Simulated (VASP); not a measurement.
# Hf4Cl in VASP: further runs, part 2 of 2

VASP 6.6.1. Earlier steps stand in the parts before.

### Step 3. Relaxation of cell and atoms, PBE

This run uses another cell than the first one: it holds 5 atoms, not 10.

The input, INCAR:

```
  PREC = Accurate
  ENCUT = 600
  EDIFF = 1E-6
  ISMEAR = 0
  SIGMA = 0.1
  LREAL = False
  LASPH = True
  NELM = 100
  ALGO = Normal
  ISIF = 3
  LWAVE = False
  LCHARG = False
  GGA = PE
  IBRION = 2
  NSW = 100
  EDIFFG = -0.01
```

The input, KPOINTS:

```
Automatic mesh
0
Gamma
  8 8 8
```

The input, POSCAR:

```
Hf4Cl
1.0
    4.7657630735      0.0000000000      0.0000000000
    0.0000000000      4.7657630735      0.0000000000
    0.0000000000      0.0000000000      4.7657630735
Hf Cl
4 1
Direct
    0.5000000000      0.0000000000      0.0000000000
    0.0000000000      0.5000000000      0.0000000000
    0.0000000000      0.0000000000      0.5000000000
    0.5000000000      0.5000000000      0.5000000000
    0.0000000000      0.0000000000      0.0000000000
```

Potentials or basis: VASP PAW PBE potentials, release 64 (Hf_pv, Cl).

The run is started by

```bash
cat potpaw_PBE.64/Hf_pv/POTCAR potpaw_PBE.64/Cl/POTCAR > POTCAR
mpirun -np 1 vasp_std > vasp.out
```

OUTCAR:

```text
PREC = Accurate
   ENCUT = 600
   EDIFF = 1E-6
   ISMEAR = 0
   LREAL = False
   LASPH = True
   NELM = 100
   ISIF = 3
   GGA = PE
   IBRION = 2
   NSW = 100
   EDIFFG = -0.01

 ion  position               nearest neighbor table
   1  0.500  0.000  0.000-   5 2.38   5 2.38   4 3.37   2 3.37   3 3.37   4 3.37   2 3.37   4 3.37
                             4 3.37   2 3.37   3 3.37   3 3.37   3 3.37   2 3.37
   2  0.000  0.500  0.000-   5 2.38   5 2.38   4 3.37   1 3.37   3 3.37   4 3.37   1 3.37   3 3.37
                             3 3.37   3 3.37   1 3.37   4 3.37   4 3.37   1 3.37
   3  0.000  0.000  0.500-   5 2.38   5 2.38   4 3.37   1 3.37   1 3.37   2 3.37   2 3.37   2 3.37
                             4 3.37   2 3.37   1 3.37   4 3.37   1 3.37   4 3.37
   4  0.500  0.500  0.500-   1 3.37   2 3.37   3 3.37   1 3.37   2 3.37   1 3.37   3 3.37   1 3.37
                             2 3.37   3 3.37   2 3.37   3 3.37
   5  0.000  0.000  0.000-   1 2.38   2 2.38   3 2.38   3 2.38   2 2.38   1 2.38

  LATTYP: Found a simple cubic cell.
 ALAT       =     4.7657630735

  Lattice vectors:

 A1 = (   4.7657630735,   0.0000000000,   0.0000000000)
[... 185 lines left out ...]
  energy without entropy =      -41.34195667  energy(sigma->0) =      -41.34784399

------------------------ aborting loop because EDIFF is reached ----------------------------------------

  FORCE on cell =-STRESS in cart. coord.  units (eV):
  Direction    XX          YY          ZZ          XY          YZ          ZX
  --------------------------------------------------------------------------------------
  -------------------------------------------------------------------------------------
  Total       -0.3838423     -0.3838423     -0.3838423      0.0000000      0.0000000     -0.0000000
  in kB       -5.6815395     -5.6815395     -5.6815395      0.0000000      0.0000000     -0.0000000
  external PRESSURE =      -5.6815395 kB  Pullay stress =       0.0000000 kB
[... 65 lines left out ...]
--------------------------------------- Ionic step        3  -------------------------------------------

 number of electron      46.9999993 magnetization

 Free energy of the ion-electron system (eV)
  ---------------------------------------------------
  ext. energy  EPLUGINS =         0.00000000
  ---------------------------------------------------
  free energy    TOTEN  =       -41.35465084 eV

  energy without entropy =      -41.34316930  energy(sigma->0) =      -41.34891007

 E-fermi :   5.5234     XC(G=0): -11.0851

 val. band max:        5.5035521562   @ k =   0.2500   0.0000   0.0000
 cond. band min:       5.5287416125   @ k =   0.5000   0.5000   0.0000
 fundamental gap:      0.0251894563
 Fermi energy:         5.5233988922

 k-point     1 :       0.0000    0.0000    0.0000
  band No.  band energies     occupation
      1     -26.0611      2.00000
      2     -26.0611      2.00000
      3     -26.0611      2.00000
      4     -25.5698      2.00000
      5     -25.5698      2.00000
      6     -25.5698      2.00000
[... 733 lines left out ...]
     27       6.8370      0.00000
     28       7.1136      0.00000

 [... further k-points ...]
[... 5 lines left out ...]
  --------------------------------------------------------------------------------------
  -------------------------------------------------------------------------------------
  Total        0.0019478      0.0019478      0.0019478      0.0000000      0.0000000      0.0000000
  in kB        0.0289696      0.0289696      0.0289696      0.0000000      0.0000000      0.0000000
  external PRESSURE =       0.0289696 kB  Pullay stress =       0.0000000 kB
[... 20 lines left out ...]
  FREE ENERGIE OF THE ION-ELECTRON SYSTEM (eV)
  ---------------------------------------------------
  free  energy   TOTEN  =       -41.3546508418 eV

  energy  without entropy=      -41.3431693010  energy(sigma->0) =      -41.34891007

 reached required accuracy - stopping structural energy minimisation
```

OSZICAR:

```text
N       E                     dE             d eps       ncg     rms          rms(c)
DAV:   1     0.232623244559E+03    0.23262E+03   -0.27535E+04  1968   0.174E+03
DAV:   2    -0.252315419002E+02   -0.25785E+03   -0.25119E+03  2404   0.392E+02
DAV:   3    -0.424933637911E+02   -0.17262E+02   -0.16331E+02  2572   0.612E+01
[... 25 lines left out ...]
DAV:   3    -0.413549158637E+02    0.17036E-02   -0.33217E-03  2040   0.326E-01    0.161E-01
DAV:   4    -0.413546718168E+02    0.24405E-03   -0.72319E-04  2260   0.154E-01    0.126E-01
DAV:   5    -0.413546543843E+02    0.17432E-04   -0.55700E-05  2480   0.472E-02    0.364E-02
DAV:   6    -0.413546508665E+02    0.35178E-05   -0.11080E-05  2124   0.190E-02    0.128E-02
DAV:   7    -0.413546508418E+02    0.24740E-07   -0.82216E-07  1228   0.657E-03
   3 F= -.41354651E+02 E0= -.41348910E+02  d E =-.919540E-03
```

CONTCAR:

```text
Hf4Cl
   1.00000000000000
     4.7581462228227887    0.0000000000000000   -0.0000000000000000
     0.0000000000000000    4.7581462228227887   -0.0000000000000000
     0.0000000000000000    0.0000000000000000    4.7581462228227887
  Hf              Cl
     4     1
Direct
     0.5000000000000000    0.0000000000000000    0.0000000000000000
     0.0000000000000000    0.5000000000000000    0.0000000000000000
     0.0000000000000000    0.0000000000000000    0.5000000000000000
     0.5000000000000000    0.5000000000000000    0.5000000000000000
     0.0000000000000000    0.0000000000000000    0.0000000000000000

  0.00000000E+00  0.00000000E+00  0.00000000E+00
  0.00000000E+00  0.00000000E+00  0.00000000E+00
  0.00000000E+00  0.00000000E+00  0.00000000E+00
  0.00000000E+00  0.00000000E+00  0.00000000E+00
  0.00000000E+00  0.00000000E+00  0.00000000E+00
```

It took 9.1 min on 1 thread of AMD EPYC 7R43 (Zen 3), shared host; peak memory 0.28 GiB.

What came out:

```
Free energy                           : -41.3547 eV
Relaxed volume                        : 21.54 Å³/atom
Relaxed cell                          : a = 4.758 Å, b = 4.758 Å, c = 4.758 Å, α = 90.00°, β = 90.00°, γ = 90.00°
Space group after relaxing (to 0.1 Å) : Pm-3m (No. 221)
Energy gained by relaxing             : 0.2 meV/atom
Ionic steps                           : 3
Pressure after relaxing               : 0.0 GPa
Band gap on the k mesh                : zero (an odd number of electrons rules out a gap without spin polarisation)
```

The path:
```
step  energy change (eV)  largest force (eV/Å)  pressure (GPa)  volume (Å³)
   1              0.0000                0.0000           -0.57       108.24
   2              0.0007                0.0000            0.78       107.04
   3             -0.0009                0.0000            0.00       107.72
```

Final structure:
```xyz
5
Lattice="4.7581 0.0000 0.0000 0.0000 4.7581 0.0000 0.0000 0.0000 4.7581" Properties=species:S:1:pos:R:3 pbc="T T T"
Hf    2.3791    0.0000    0.0000
Hf    0.0000    2.3791    0.0000
Hf    0.0000    0.0000    2.3791
Hf    2.3791    2.3791    2.3791
Cl    0.0000    0.0000    0.0000
```

Levels at points of the mesh, in eV from the Fermi level:
```
           k point  band 21  band 22  band 23  band 24  band 25  band 26
(0.00, 0.00, 0.00)    -2.79    -2.79     0.51     0.51     0.51     0.58
(0.50, 0.00, 0.00)    -1.54    -1.50    -0.62     0.46     0.46     0.61
(0.50, 0.50, 0.00)    -1.41    -1.41    -0.54     0.01     0.32     0.32
(0.50, 0.50, 0.50)    -0.41    -0.41    -0.41     0.57     0.57     0.57
```

Caveat: spin-orbit coupling is left out, which moves the levels of the heavy elements; an odd number of electrons without spin polarisation forces a metal; a magnetic or distorted state may lie lower.

### Step 4. Relaxation of cell and atoms, PBE

This run uses another cell than the first one, of 13.79 Å³/atom.

The input, INCAR:

```
SYSTEM = Hf4Cl
PREC = Accurate
ENCUT = 600
EDIFF = 1E-7
ISMEAR = 0
SIGMA = 0.1
LREAL = .FALSE.
LASPH = .TRUE.
NELM = 100
ALGO = Normal
ISIF = 3
LWAVE = .FALSE.
LCHARG = .FALSE.
GGA = PE
IBRION = 2
NSW = 90
EDIFFG = -0.04
```

The input, KPOINTS:

```
regular mesh
0
G
  4 4 4
  0 0 0
```

The input, POSCAR:

```
Hf4Cl
1.0
    0.0000000000      4.1009274200      4.1009274200
    4.1009274200      0.0000000000      4.1009274200
    4.1009274200      4.1009274200      0.0000000000
Hf Cl
8 2
Direct
    0.7427949300      0.2572050700      0.2572050700
    0.2572050700      0.7427949300      0.7427949300
    0.2572050700      0.7427949300      0.2572050700
    0.7427949300      0.2572050700      0.7427949300
    0.2572050700      0.2572050700      0.7427949300
    0.7427949300      0.7427949300      0.2572050700
    0.2500000000      0.2500000000      0.2500000000
    0.7500000000      0.7500000000      0.7500000000
    0.5000000000      0.5000000000      0.5000000000
    0.0000000000      0.0000000000      0.0000000000
```

The run is started by

```bash
cat potpaw_PBE.64/Hf_pv/POTCAR potpaw_PBE.64/Cl/POTCAR > POTCAR
mpirun -np 1 vasp_std > vasp.out
```

It took 46 min on 1 thread of AMD EPYC 7R43 (Zen 3), shared host; peak memory 0.31 GiB.

Results (log left out):

```yaml
Free_energy: -82.6258 eV
Relaxed_volume: 21.56 Å³/atom
Relaxed_cell: a = 6.730 Å, b = 6.730 Å, c = 6.730 Å, α = 60.00°, β = 60.00°, γ = 60.00°
Space_group_after_relaxing_to_0.1_Å: Pm-3m (No. 221)
Pressure_after_relaxing: 0.1 GPa
Band_gap_on_the_k_mesh: zero (bands 47 and 48 overlap by 1.09 eV)
```

Forces in eV/Å, atoms in the order of the input:
```
Hf  -0.002  0.000  0.000
Hf   0.002  0.000  0.000
Hf   0.000 -0.002  0.000
Hf   0.000  0.002  0.000
Hf   0.000  0.000 -0.002
Hf   0.000  0.000  0.002
Hf   0.000  0.000  0.000
Hf   0.000  0.000  0.000
Cl   0.000  0.000  0.000
Cl   0.000  0.000  0.000
```

Final structure:
```
CELL_PARAMETERS angstrom
0.00000 4.75901 4.75901
4.75901 0.00000 4.75901
4.75901 4.75901 0.00000
ATOMIC_POSITIONS crystal
Hf 0.74999 0.25001 0.25001
Hf 0.25001 0.74999 0.74999
Hf 0.25001 0.74999 0.25001
Hf 0.74999 0.25001 0.74999
Hf 0.25001 0.25001 0.74999
Hf 0.74999 0.74999 0.25001
Hf 0.25000 0.25000 0.25000
Hf 0.75000 0.75000 0.75000
Cl 0.50000 0.50000 0.50000
Cl 0.00000 0.00000 0.00000
```

Levels at points of the mesh, in eV from the Fermi level:
```csv
k point,band 44,band 45,band 46,band 47,band 48,band 49
"(0.00, 0.00, 0.00)",-0.50,-0.50,0.42,0.42,0.42,0.47
"(0.50, 0.00, 0.00)",-1.81,-0.50,-0.50,0.08,0.08,0.08
"(0.50, 0.50, 0.00)",-1.51,-0.71,-0.63,-0.08,0.22,0.22
```

Caveat: the volume moved by over 15 % at a fixed basis, so the end points are rough; spin-orbit coupling is left out, which moves the levels of the heavy elements.

### Step 5. Summary

```csv
task,cell,k mesh,cutoff (eV),gap on the mesh (eV),pressure (GPa),relaxed volume (Å³/atom)
single point,"a = 6.740 Å, angles 60.0°, 10 atoms, atomic positions A",4 × 4 × 4,520,none,-0.4,-
relaxation of cell and atoms,"relaxed from a = 4.766 Å, 5 atoms, atomic positions B",8 × 8 × 8,600,none,0.0,21.54
relaxation of cell and atoms,"relaxed from a = 5.800 Å, angles 60.0°, 10 atoms, atomic positions C",4 × 4 × 4,600,none,0.1,21.56
```

Alike in all rows: level PBE; potentials or basis VASP PAW PBE potentials, release 64 (Hf_pv, Cl); no spin polarisation; smearing gaussian 0.1 eV.

Caveats: spin-orbit coupling is left out, which moves the levels of the heavy elements; an odd number of electrons without spin polarisation forces a metal (at least some runs); a magnetic or distorted state may lie lower (at least some runs); the volume moved by over 15 % at a fixed basis, so the end points are rough (at least some runs).

Total energies depend on the potentials used, so only differences within one code and one set of settings carry meaning.
